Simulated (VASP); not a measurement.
Set up this calculation in VASP 6.6.1, as the native input.

| Property | Result |
| --- | --- |
| Task | single point |
| Functional | PBE |
| Potentials or basis | VASP PAW PBE potentials, release 64 (As, Zn, Mn_pv) |
| Cutoff | 520 eV |
| k mesh | 6 × 6 × 3 |
| Occupations | methfessel-paxton, width 0.1 eV |
| Spin | collinear spin, ferromagnetic start |
| Starting moments | [0.0, 0.0, 0.0, 4.0, 4.0] μB |
| Dipole correction | no |
| Further INCAR settings | ALGO = Normal; EDIFF = 1e-06; NBANDS = 36 |

The structure of Mn2ZnAs2 lies in POSCAR:

```
Mn2ZnAs2
1.0
    4.0990000000      0.0000000000      0.0000000000
   -2.0495000000      3.5498381301      0.0000000000
    0.0000000000      0.0000000000      6.5720000000
As Zn Mn
2 1 2
Direct
    0.6729000000      0.3527180000      0.2293650000
    0.3330530000      0.6811760000      0.7665980000
    0.0007630000      0.0083550000      0.0044970000
    0.6573230000      0.3162200000      0.6305450000
    0.3314960000      0.6664860000      0.3724570000
```

These files were run (other wordings do the same):

INCAR

```
SYSTEM = Mn2ZnAs2
  PREC = Accurate
  ENCUT = 520
  EDIFF = 1E-6
  ISMEAR = 1
  SIGMA = 0.1
  LREAL = .FALSE.
  LASPH = .TRUE.
  NELM = 150
  ALGO = Normal
  ISIF = 2
  LWAVE = .FALSE.
  LCHARG = .FALSE.
  ISPIN = 2
  MAGMOM = 0 0 0 4 4
  LORBIT = 11
  LMAXMIX = 4
  GGA = PE
  NBANDS = 36
```

KPOINTS

```
Automatic mesh
0
G
  6 6 3
  0 0 0
```

Potentials or basis: VASP PAW PBE potentials, release 64 (As, Zn, Mn_pv).

Command:

```console
$ cat potpaw_PBE.64/As/POTCAR potpaw_PBE.64/Zn/POTCAR potpaw_PBE.64/Mn_pv/POTCAR > POTCAR
$ mpirun -np 1 vasp_std > vasp.out
```

It gave:

* Pressure: -4.4 GPa
* Largest force: 0.790 eV/Å
* Net moment: 6.93 μB per cell
* Site moments: As -0.10; Zn +0.04; Mn +3.36, +3.38 μB
* Valence electrons inside the program's atomic spheres: As 2.77, 2.78; Zn 10.60; Mn 11.52, 11.51

Caveat: the cell stands under tension; the run started ferromagnetic, and an antiferromagnetic order may lie lower in energy.

It took 10 min on 1 thread of Intel Xeon 8259CL (shared host), peak memory 0.44 GiB.
